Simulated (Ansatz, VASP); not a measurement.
## HfN: VASP beside Ansatz

Contents of INCAR:

```
ALGO = Normal ; EDIFF = 1E-6
ENCUT = 520 ; GGA = CA
ISIF = 2 ; ISMEAR = -1
LASPH = True ; LCHARG = False
LREAL = False ; LWAVE = False
NBANDS = 23 ; NELM = 100
PREC = Accurate ; SIGMA = 0.05
```

Contents of KPOINTS:

```
k-points
0
Gamma
  10 10 5
```

Contents of POSCAR:

```
HfN
1.0
    3.0915527214      0.0000000000      0.0000000000
   -1.5457763607      2.6773631939      0.0000000000
    0.0000000000      0.0000000000      5.3435591820
Hf N
2 2
Direct
    0.3333333333      0.6666666667      0.2500000000
    0.6666666667      0.3333333333      0.7500000000
    0.0000000000      0.0000000000      0.5000000000
    0.0000000000      0.0000000000      0.0000000000
```

The input input.yaml:

```yaml
crystal:
  lattice:
    - [3.0915527214, 0.0, 0.0]
    - [-1.5457763607, 2.6773631939, 0.0]
    - [0.0, 0.0, 5.343559182]
  atoms:
    - { symbol: Hf, position: [0.3333333333, 0.6666666667, 0.25] }
    - { symbol: Hf, position: [0.6666666667, 0.3333333333, 0.75] }
    - { symbol: "N", position: [0.0, 0.0, 0.5] }
    - { symbol: "N", position: [0.0, 0.0, 0.0] }
kpoints:
  mp_grid: { grid: [10, 10, 5] }
scf:
  occupations: { method: fermi_dirac, width: 0.05 }
hamiltonian:
  xc: lda
  pseudopotentials: { kind: all_electron, lapw: { basis_error: 0.002 } }
output:
  forces: true
  stress: true
  eigenvalues: true
```

Change from the starting cell: volume scaled by 0.96.

Alike in both runs: task single point; functional LDA; k mesh 10 × 10 × 5; occupations fermi-dirac, width 0.05 eV; no spin polarisation.

```csv
,VASP,Ansatz
version,VASP 6.6.1,Ansatz 0.2.0
potentials or method,"VASP PAW LDA potentials, release 64 (Hf_pv, N), cutoff 520 eV","all-electron LAPW, scalar-relativistic"
```

Ansatz gave:

```
gap on the k mesh at the Fermi level (eV)                     : none
pressure (GPa)                                                : 2.7
traceless stress, the component that is largest in VASP (GPa) : -0.45
```

Question: Which values does VASP return?

Answer: gap on the k mesh at the Fermi level (eV): none; pressure (GPa): 1.4; traceless stress, the component that is largest in VASP (GPa): -0.38.

LDA's correlation is that of Perdew and Zunger in VASP and of Perdew and Wang (1992) in Ansatz. A gap of «none» marks a metal or a gap that the smearing closes. Ansatz ran all-electron here, and VASP with PAW potentials.

Spin-orbit coupling is off throughout.
